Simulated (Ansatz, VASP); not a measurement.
One calculation of Ge, two programs

```
Ge
1.0
     4.59043    0.00000    0.00000
    -2.29521    3.97543    0.00000
     0.00000    0.00000    5.36211
Ge
4
Direct
  0.33333 0.66667 0.37459
  0.66667 0.33333 0.37459
  0.00000 0.00000 0.63240
  0.00000 0.00000 0.11677
```

Alike in both runs: functional PBE; k mesh 6 × 6 × 4; occupations gaussian, width 0.1 eV; no spin polarisation.

Ansatz relaxed the structure, and its values are those at the end. VASP's run is a single point on that final structure, the one shown.

```csv
,VASP,Ansatz
version,VASP 6.6.1,Ansatz 0.2.0
potentials or method,"VASP PAW PBE potentials, release 64 (Ge_d), cutoff 520 eV","scalar-relativistic, plane waves, PAW"
valence electrons in the cell,56,56
```

```tsv
	VASP	Ansatz	Ansatz less VASP
gap on the k mesh at the Fermi level (eV)	none	none	-
pressure (GPa)	0.1	0.1	0.00
rms of the force components (eV/Å)	0.003	0.005	+0.0017
```

A gap of «none» marks a metal or a gap that the smearing closes.
